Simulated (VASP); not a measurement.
# Cu (P6_3/mmc) in VASP: further runs

Cu is run at these levels: BLYP; tasks: single point.

Program: VASP 6.6.1. These are calculated values, not measurements. Logs are shortened: lines on timing, memory, paths and dates and some standing lists are left out, and cuts for length are marked.

## 1. The cell of the first run

Symmetry: P6_3/mmc, No. 194, hexagonal system. Conventional cell: a = 2.617 Å, b = 2.617 Å, c = 4.290 Å, α = 90.00°, β = 90.00°, γ = 120.00°. Within 3.5 Å of Cu (site symmetry -6m2) lie 12 Cu at 2.62 Å.

This isn't the form of Cu at room conditions, which is fcc.

## 2. Single point, BLYP

INCAR reads:

```
SYSTEM = Cu
AGGAC = 1.0 ; AGGAX = 1.0
ALDAC = 0.0 ; ALDAX = 1.0
ALGO = Normal ; EDIFF = 1E-7
ENCUT = 520 ; GGA = B5
ISIF = 2 ; ISMEAR = -1
LASPH = .True. ; LCHARG = .False.
LREAL = .False. ; LWAVE = .False.
NBANDS = 18 ; NELM = 60
PREC = Accurate ; SIGMA = 0.1
```

KPOINTS reads:

```
k-points
0
Gamma
  14 14 8
  0 0 0
```

POSCAR reads:

```
Cu
1.0
    2.6173930884      0.0000000000      0.0000000000
   -1.3086965442      2.2667289062      0.0000000000
    0.0000000000      0.0000000000      4.2903314162
Cu
2
Direct
    0.3333333333      0.6666666667      0.2500000000
    0.6666666667      0.3333333333      0.7500000000
```

Potentials or basis: VASP PAW PBE potentials, release 64 (Cu).

Launch:

```
$ cat potpaw_PBE.64/Cu/POTCAR > POTCAR
$ mpirun -np 1 vasp_std > vasp.out
```

OUTCAR:

```text
SYSTEM = Cu
   EDIFF = 1E-7
   ENCUT = 520
   GGA = B5
   ISIF = 2
   ISMEAR = -1
   LASPH = .True.
   LREAL = .False.
   NELM = 60
   PREC = Accurate

 ion  position               nearest neighbor table
   1  0.333  0.667  0.250-   2 2.62   2 2.62   2 2.62   2 2.62   2 2.62   2 2.62
   2  0.667  0.333  0.750-   1 2.62   1 2.62   1 2.62   1 2.62   1 2.62   1 2.62

  LATTYP: Found a hexagonal cell.
 ALAT       =     2.6173930884
 C/A-ratio  =     1.6391620484

  Lattice vectors:

 A1 = (   2.6173930884,   0.0000000000,   0.0000000000)
 A2 = (  -1.3086965442,   2.2667289062,   0.0000000000)
 A3 = (   0.0000000000,   0.0000000000,   4.2903314162)

Analysis of symmetry for initial positions (statically):
=====================================================================
 Subroutine PRICEL returns:
 Original cell was already a primitive cell.

 Routine SETGRP: Setting up the symmetry group for a
 hexagonal supercell.

 Subroutine GETGRP returns: Found 24 space group operations
 (whereof 12 operations were pure point group operations)
 out of a pool of 24 trial point group operations.

The static configuration has the point symmetry D_3d.
 The point group associated with its full space group is D_6h.

Analysis of symmetry for dynamics (positions and initial velocities):
=====================================================================
 Subroutine PRICEL returns:
 Original cell was already a primitive cell.

 Routine SETGRP: Setting up the symmetry group for a
 hexagonal supercell.

 Subroutine GETGRP returns: Found 24 space group operations
 (whereof 12 operations were pure point group operations)
 out of a pool of 24 trial point group operations.

The dynamic configuration has the point symmetry D_3d.
 The point group associated with its full space group is D_6h.

 Subroutine INISYM returns: Found 24 space group operations
 (whereof 12 operations are pure point group operations),
 and found     1 'primitive' translations

----------------------------------------------------------------------------------------

                                     Primitive cell

  volume of cell :      25.4542

  direct lattice vectors                    reciprocal lattice vectors
     2.617393088  0.000000000  0.000000000     0.382059540  0.220582178  0.000000000
    -1.308696544  2.266728906  0.000000000     0.000000000  0.441164357  0.000000000
     0.000000000  0.000000000  4.290331416     0.000000000  0.000000000  0.233082227

  length of vectors
     2.617393088  2.617393088  4.290331416     0.441164357  0.441164357  0.233082227

  position of ions in fractional coordinates (direct lattice)
     0.333333333  0.666666667  0.250000000
     0.666666667  0.333333333  0.750000000

  ion indices of the primitive-cell ions
   primitive index   ion index
                 1           1
                 2           2

----------------------------------------------------------------------------------------

 KPOINTS: k-points

Automatic generation of k-mesh.
 Grid dimensions read from file:
 generate k-points for:   14   14    8

 Generating k-lattice:

  Cartesian coordinates                     Fractional coordinates (reciprocal lattice)
     0.027289967  0.015755870  0.000000000     0.071428571  0.000000000  0.000000000
     0.000000000  0.031511740  0.000000000     0.000000000  0.071428571  0.000000000
     0.000000000  0.000000000  0.029135278     0.000000000  0.000000000  0.125000000

  Length of vectors
     0.031511740  0.031511740  0.029135278

  Shift w.r.t. Gamma in fractional coordinates (k-lattice)
     0.000000000  0.000000000  0.000000000

 Subroutine IBZKPT returns following result:
 ===========================================

 Found    120 irreducible k-points:

 Following reciprocal coordinates:
            Coordinates               Weight
  0.000000  0.000000  0.000000      1.000000
  0.071429  0.000000  0.000000      6.000000
  0.142857  0.000000  0.000000      6.000000
  0.214286  0.000000  0.000000      6.000000
  0.285714  0.000000  0.000000      6.000000
  0.357143 -0.000000  0.000000      6.000000
[... 16 lines left out ...]
  0.285714  0.285714  0.000000      6.000000
  0.357143  0.285714  0.000000      6.000000
 [... further k-points ...]
   k-points           NKPTS =    120   k-points in BZ     NKDIM =    120   number of bands    NBANDS=     18
   number of dos      NEDOS =    301   number of ions     NIONS =      2
   total plane-waves  NPLWV =  12800
   dimension x,y,z NGX =    20 NGY =   20 NGZ =   32
   dimension x,y,z NGXF=    40 NGYF=   40 NGZF=   64
   ions per type =               2
   NGX,Y,Z   is equivalent  to a cutoff of  12.70, 12.70, 12.40 a.u.
   NGXF,Y,Z  is equivalent  to a cutoff of  25.41, 25.41, 24.80 a.u.
 SYSTEM =  Cu
   PREC   = accura    normal or accurate (medium, high low for compatibility)
   ISTART =      0    job   : 0-new  1-cont  2-samecut
   ICHARG =      2    charge: 1-file 2-atom 10-const
[... 94 lines left out ...]
     17      29.2897      0.00000
     18      29.9936      0.00000

 k-point     4 :       0.2143    0.0000    0.0000
  band No.  band energies     occupation
      1      -0.1782      2.00000
      2       3.0467      2.00000
      3       3.9430      2.00000
      4       3.9452      2.00000
      5       4.3033      2.00000
      6       4.5460      2.00000
[... 10 lines left out ...]
     17      26.2382      0.00000
     18      27.2521      0.00000

 k-point     5 :       0.2857    0.0000    0.0000
  band No.  band energies     occupation
      1       0.7788      2.00000
      2       3.1717      2.00000
      3       3.5974      2.00000
      4       3.9373      2.00000
      5       4.2937      2.00000
      6       4.4376      2.00000
[... 10 lines left out ...]
     17      23.6190      0.00000
     18      26.0130      0.00000

 k-point     6 :       0.3571   -0.0000    0.0000
  band No.  band energies     occupation
      1       1.7756      2.00000
      2       3.1085      2.00000
      3       3.3550      2.00000
      4       4.0419      2.00000
      5       4.3463      2.00000
      6       4.4071      2.00000
[... 10 lines left out ...]
     17      20.9296      0.00000
     18      25.5887      0.00000

 k-point     7 :       0.4286    0.0000    0.0000
  band No.  band energies     occupation
      1       2.4733      2.00000
      2       3.0025      2.00000
      3       3.2136      2.00000
      4       4.2709      2.00000
      5       4.2859      2.00000
      6       4.3860      2.00000
[... 10 lines left out ...]
     17      19.9351      0.00000
     18      25.3723      0.00000

 k-point     8 :       0.5000    0.0000    0.0000
  band No.  band energies     occupation
      1       2.7001      2.00000
      2       2.9382      2.00000
      3       3.1673      2.00000
      4       4.2649      2.00000
      5       4.3626      2.00000
      6       4.4241      2.00000
[... 10 lines left out ...]
     17      19.7103      0.00000
     18      25.3036      0.00000
[... 229 lines left out ...]
     17      17.8746      0.00000
     18      24.4357      0.00000

 k-point    20 :       0.2143    0.2143    0.0000
  band No.  band energies     occupation
      1       2.0769      2.00000
      2       3.4093      2.00000
      3       3.4842      2.00000
      4       3.5694      2.00000
      5       4.1686      2.00000
      6       4.4285      2.00000
[... 10 lines left out ...]
     17      22.9496      0.00000
     18      23.3595      0.00000

 k-point    21 :       0.2857    0.2143    0.0000
  band No.  band energies     occupation
      1       2.8204      2.00000
      2       3.3193      2.00000
      3       3.3979      2.00000
      4       3.6660      2.00000
      5       4.1303      2.00000
      6       4.3978      2.00000
[... 10 lines left out ...]
     17      20.5312      0.00000
     18      22.5369      0.00000

 k-point    22 :       0.3571    0.2143    0.0000
  band No.  band energies     occupation
      1       3.1315      2.00000
      2       3.2767      2.00000
      3       3.3235      2.00000
      4       3.8433      2.00000
      5       4.1465      2.00000
      6       4.2930      2.00000
[... 10 lines left out ...]
     17      18.5407      0.00000
     18      22.1942      0.00000

 k-point    23 :       0.2857    0.2857    0.0000
  band No.  band energies     occupation
      1       3.2290      2.00000
      2       3.3048      2.00000
      3       3.4919      2.00000
      4       3.6266      2.00000
      5       4.1166      2.00000
      6       4.2851      2.00000
[... 10 lines left out ...]
     17      19.7784      0.00000
     18      20.4293      0.00000

 k-point    24 :       0.3571    0.2857    0.0000
  band No.  band energies     occupation
      1       3.3033      2.00000
      2       3.3468      2.00000
      3       3.4452      2.00000
      4       3.7117      2.00000
      5       4.1443      2.00000
      6       4.2096      2.00000
[... 10 lines left out ...]
     17      18.5527      0.00000
     18      20.0419      0.00000

 [... further k-points ...]

------------------------ aborting loop because EDIFF is reached ----------------------------------------

  FORCE on cell =-STRESS in cart. coord.  units (eV):
  Direction    XX          YY          ZZ          XY          YZ          ZX
  --------------------------------------------------------------------------------------
  -------------------------------------------------------------------------------------
  Total        0.0978987      0.0978987      0.0864215      0.0000000     -0.0000000      0.0000000
  in kB        6.1620920      6.1620920      5.4396768      0.0000000     -0.0000000      0.0000000
  external PRESSURE =       5.9212869 kB  Pullay stress =       0.0000000 kB

 VOLUME and BASIS-vectors are now :
 -----------------------------------------------------------------------------
  energy-cutoff  :      520.00
  volume of cell :       25.45
      direct lattice vectors                 reciprocal lattice vectors
     2.617393088  0.000000000  0.000000000     0.382059540  0.220582178  0.000000000
    -1.308696544  2.266728906  0.000000000     0.000000000  0.441164357  0.000000000
     0.000000000  0.000000000  4.290331416     0.000000000  0.000000000  0.233082227

 POSITION                                       TOTAL-FORCE (eV/Angst)
 -----------------------------------------------------------------------------------
     -0.00000      1.51115      1.07258        -0.000000     -0.000000      0.000000
      1.30870      0.75558      3.21775         0.000000      0.000000      0.000000
 -----------------------------------------------------------------------------------
    total drift:                               -0.000000      0.000000     -0.000000

  FREE ENERGIE OF THE ION-ELECTRON SYSTEM (eV)
  ---------------------------------------------------
  free  energy   TOTEN  =        -5.9558150067 eV

  energy  without entropy=       -5.9314717510  energy(sigma->0) =       -5.94364338
```

It took 90 s on 1 thread of Intel Xeon 8259CL, shared host; peak memory 0.17 GiB.

Results:

```yaml
Free_energy: -5.9558 eV
Pressure: 0.6 GPa
Band_gap_on_the_k_mesh: zero (bands 11 and 12 overlap by 5.51 eV)
```

Levels at points of the mesh, in eV from the Fermi level:
```csv
k point,band 7,band 8,band 9,band 10,band 11,band 12,band 13,band 14,band 15,band 16
"(0.00, 0.00, 0.00)",-2.64,-2.38,-2.38,-1.72,-1.72,-0.62,3.31,20.58,20.58,21.23
"(0.50, 0.00, 0.00)",-2.60,-1.63,-1.60,-1.54,0.10,1.44,7.50,7.64,10.13,10.47
"(0.00, 0.00, 0.50)",-2.85,-2.85,-1.92,-1.92,-1.92,-1.92,11.83,11.83,21.85,21.85
"(0.50, 0.00, 0.50)",-1.83,-1.83,-1.57,-1.57,0.72,0.72,4.44,4.44,15.36,15.36
```

Caveat: the PAW data sets were made with another functional, which shifts forces and pressure a little.

## 3. Single point, BLYP (11.20 Å³/atom)

This run uses another cell than the first one, of 11.20 Å³/atom.

INCAR reads:

```
SYSTEM = Cu
PREC = Accurate
ENCUT = 520
EDIFF = 1E-6
ISMEAR = -1
SIGMA = 0.1
LREAL = .False.
LASPH = .True.
NELM = 60
ALGO = Normal
ISIF = 2
LWAVE = .False.
LCHARG = .False.
GGA = B5
ALDAX = 1.0
AGGAX = 1.0
AGGAC = 1.0
ALDAC = 0.0
NBANDS = 18
```

KPOINTS reads:

```
regular mesh
0
Gamma
  15 15 8
  0 0 0
```

POSCAR reads:

```
Cu
1.0
    2.5082058435      0.0000000000      0.0000000000
   -1.2541029217      2.1721699784      0.0000000000
    0.0000000000      0.0000000000      4.1113558282
Cu
2
Direct
    0.3333333333      0.6666666667      0.2500000000
    0.6666666667      0.3333333333      0.7500000000
```

Potentials or basis: VASP PAW PBE potentials, release 64 (Cu).

Launch:

```
$ cat potpaw_PBE.64/Cu/POTCAR > POTCAR
$ mpirun -np 1 vasp_std > vasp.out
```

Wall time 84 s (1 thread of Intel Xeon 8259CL, shared host); peak memory 0.17 GiB.

It converged, with:

```
Free energy            : -5.7819 eV
Pressure               : 20.8 GPa
Band gap on the k mesh : zero (bands 11 and 12 overlap by 6.41 eV)
```

Stress tensor (GPa, compression positive):
```
20.24  0.00  0.00
 0.00 20.24  0.00
 0.00  0.00 21.89
```

Levels at points of the mesh, in eV from the Fermi level:
```
           k point  band 9  band 10  band 11  band 12  band 13  band 14
(0.00, 0.00, 0.00)   -2.80    -2.00    -2.00    -1.12     3.81    22.11
(0.00, 0.00, 0.50)   -2.24    -2.24    -2.24    -2.24    12.76    12.76
```

Caveat: the cell stands under pressure; the PAW data sets were made with another functional, which shifts forces and pressure a little.

## 4. Single point, BLYP (11.71 Å³/atom)

This run uses another cell than the first one, of 11.71 Å³/atom.

INCAR reads:

```
PREC = Accurate
ENCUT = 520
EDIFF = 1E-6
ISMEAR = -1
SIGMA = 0.1
LREAL = F
LASPH = T
NELM = 80
ALGO = Normal
ISIF = 2
LWAVE = F
LCHARG = F
GGA = B5
ALDAX = 1.0
AGGAX = 1.0
AGGAC = 1.0
ALDAC = 0.0
NBANDS = 18
```

KPOINTS reads:

```
Automatic mesh
0
Gamma
  15 15 8
```

POSCAR reads:

```
Cu
1.0
    2.5456472716      0.0000000000      0.0000000000
   -1.2728236358      2.2045952062      0.0000000000
    0.0000000000      0.0000000000      4.1727283961
Cu
2
Direct
    0.3333333333      0.6666666667      0.2500000000
    0.6666666667      0.3333333333      0.7500000000
```

Launch:

```
$ cat potpaw_PBE.64/Cu/POTCAR > POTCAR
$ mpirun -np 1 vasp_std > vasp.out
```

Wall time 88 s (1 thread of Intel Xeon 8259CL, shared host); peak memory 0.17 GiB.

The run converged. Its results:

- Free energy: -5.8856 eV
- Pressure: 12.4 GPa
- Band gap on the k mesh: zero (bands 11 and 12 overlap by 6.23 eV)

Stress tensor (GPa, compression positive):
```
11.87  0.00  0.00
 0.00 11.87  0.00
 0.00  0.00 13.42
```

Levels at points of the mesh, in eV from the Fermi level:
```csv
k point,band 7,band 8,band 9,band 10,band 11,band 12,band 13,band 14,band 15,band 16
"(0.00, 0.00, 0.00)",-2.99,-2.69,-2.69,-1.94,-1.94,-0.98,3.59,21.72,21.72,21.77
"(0.00, 0.00, 0.50)",-3.24,-3.24,-2.17,-2.17,-2.17,-2.17,12.39,12.39,22.42,22.42
```

Caveat: the cell stands under pressure; the PAW data sets were made with another functional, which shifts forces and pressure a little.

## 5. Single point, BLYP (12.22 Å³/atom)

This run uses another cell than the first one, of 12.22 Å³/atom.

INCAR reads:

```
SYSTEM = Cu
AGGAC = 1.0
AGGAX = 1.0
ALDAC = 0.0
ALDAX = 1.0
ALGO = Normal
EDIFF = 1E-6
ENCUT = 520
GGA = B5
ISIF = 2
ISMEAR = -1
LASPH = .TRUE.
LCHARG = .TRUE.
LELF = .TRUE.
LREAL = .FALSE.
LVHAR = .TRUE.
LWAVE = .FALSE.
NBANDS = 18
NELM = 100
PREC = Accurate
SIGMA = 0.1
```

KPOINTS reads:

```
k-points
0
G
  15 15 8
  0 0 0
```

POSCAR reads:

```
Cu
1.0
    2.5820185751      0.0000000000      0.0000000000
   -1.2910092876      2.2360936791      0.0000000000
    0.0000000000      0.0000000000      4.2323468566
Cu
2
Direct
    0.3333333333      0.6666666667      0.2500000000
    0.6666666667      0.3333333333      0.7500000000
```

Launch:

```
$ cat potpaw_PBE.64/Cu/POTCAR > POTCAR
$ mpirun -np 1 vasp_std > vasp.out
```

Wall time 84 s (1 thread of Intel Xeon 8259CL, shared host); peak memory 0.17 GiB.

Results (log left out):

* Free energy: -5.9418 eV
* Pressure: 5.8 GPa
* Band gap on the k mesh: zero (bands 11 and 12 overlap by 6.07 eV)

Stress tensor (GPa, compression positive):
```
5.29 0.00 0.00
0.00 5.29 0.00
0.00 0.00 6.73
```

Levels at points of the mesh, in eV from the Fermi level:
| k point | band 7 | band 8 | band 9 | band 10 | band 11 | band 12 | band 13 | band 14 | band 15 | band 16 |
| --- | --- | --- | --- | --- | --- | --- | --- | --- | --- | --- |
| (0.00, 0.00, 0.00) | -2.87 | -2.59 | -2.59 | -1.88 | -1.88 | -0.85 | 3.38 | 21.07 | 21.07 | 21.44 |
| (0.00, 0.00, 0.50) | -3.10 | -3.10 | -2.10 | -2.10 | -2.10 | -2.10 | 12.04 | 12.04 | 22.07 | 22.07 |

Caveat: the cell stands under pressure; the PAW data sets were made with another functional, which shifts forces and pressure a little.

## 6. The runs side by side

| cell | k mesh | gap on the mesh (eV) | pressure (GPa) |
| --- | --- | --- | --- |
| a = 2.617, b = 2.617, c = 4.290 Å, angles 90.0, 90.0, 120.0°, 2 atoms | 14 × 14 × 8 | none | 0.6 |
| a = 2.508, b = 2.508, c = 4.111 Å, angles 90.0, 90.0, 120.0°, 2 atoms | 15 × 15 × 8 | none | 20.8 |
| a = 2.546, b = 2.546, c = 4.173 Å, angles 90.0, 90.0, 120.0°, 2 atoms | 15 × 15 × 8 | none | 12.4 |
| a = 2.582, b = 2.582, c = 4.232 Å, angles 90.0, 90.0, 120.0°, 2 atoms | 15 × 15 × 8 | none | 5.8 |

Alike in all rows: task single point; level BLYP; potentials or basis VASP PAW PBE potentials, release 64 (Cu); no spin polarisation; cutoff (eV) 520; smearing fermi-dirac 0.1 eV.

Caveats: the PAW data sets were made with another functional, which shifts forces and pressure a little; the cell stands under pressure (at least some runs).

Total energies depend on the potentials used, so only differences within one code and one set of settings carry meaning.
